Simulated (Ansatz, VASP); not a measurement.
C: VASP beside Ansatz

```
CELL_PARAMETERS angstrom
2.48512 0.00000 0.00000
-1.24256 2.15217 0.00000
0.00000 0.00000 3.60162
ATOMIC_POSITIONS crystal
C 0.34739 0.69478 0.00000
C 0.65261 0.30522 0.00000
```

Change from the starting cell: mode 6 frozen in at +0.060 Å, equal normal strain along x, y and z +0.0083.

Alike in both runs: task single point; functional PBE; dispersion D3(BJ); k mesh 21 × 21 × 12; occupations gaussian, width 0.15 eV; no spin polarisation.

|  | VASP | Ansatz |
| --- | --- | --- |
| version | VASP 6.6.1 | Ansatz 0.2.0 |
| potentials or method | VASP PAW PBE potentials, release 64 (C), cutoff 520 eV | scalar-relativistic, plane waves, PAW |
| valence electrons in the cell | 8 | 8 |

|  | VASP | Ansatz | Ansatz less VASP |
| --- | --- | --- | --- |
| gap on the k mesh at the Fermi level (eV) | none | none | - |
| pressure (GPa) | 0.5 | 0.2 | -0.31 |
| traceless stress, the component that is largest in VASP (GPa) | 12.48 | 12.09 | -0.390 |
| rms of the force components (eV/Å) | 4.037 | 4.026 | -0.0108 |

Atom by atom the forces differ by 0.011 eV/Å (rms over components). A gap of «none» marks a metal or a gap that the smearing closes.
